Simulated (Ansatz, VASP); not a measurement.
One calculation of CsAuBr3, two programs

```
CELL_PARAMETERS angstrom
-3.74476 3.74476 5.46834
3.74476 -3.74476 5.46834
3.74476 3.74476 -5.46834
ATOMIC_POSITIONS crystal
Cs 0.75000 0.25000 0.50000
Cs 0.25000 0.75000 0.50000
Au 0.00000 0.00000 0.00000
Au 0.50000 0.50000 0.00000
Br 0.23406 0.23406 0.46812
Br 0.23406 0.76594 0.00000
Br 0.76594 0.76594 0.53188
Br 0.76594 0.23406 0.00000
Br 0.72243 0.72243 0.00000
Br 0.27757 0.27757 0.00000
```

Alike in both runs: functional LDA; k mesh 6 × 6 × 6; occupations gaussian, width 0.02 eV; no spin polarisation.

Ansatz relaxed the structure, and its values are those at the end. VASP's run is a single point on that final structure, the one shown.

```csv
,VASP,Ansatz
version,VASP 6.6.1,Ansatz 0.2.0
potentials or method,"VASP PAW LDA potentials, release 64 (Cs_sv, Au, Br), cutoff 520 eV","scalar-relativistic, plane waves, PAW"
valence electrons in the cell,82,98
```

Ansatz gave:

* gap on the k mesh at the Fermi level (eV): 0.12
* least direct gap on the mesh (eV): 0.23
* pressure (GPa): 0.0
* rms of the force components (eV/Å): 0.000

Problem. What did VASP give for the same quantities?

Solution. gap on the k mesh at the Fermi level (eV): 0.10; least direct gap on the mesh (eV): 0.22; pressure (GPa): 0.1; rms of the force components (eV/Å): 0.014.

LDA's correlation is that of Perdew and Zunger in VASP and of Perdew and Wang (1992) in Ansatz. VASP's potentials hold 82 valence electrons a cell and Ansatz's 98, so a difference there can come from the potentials and not from the codes.

Neither program's run includes spin-orbit coupling.
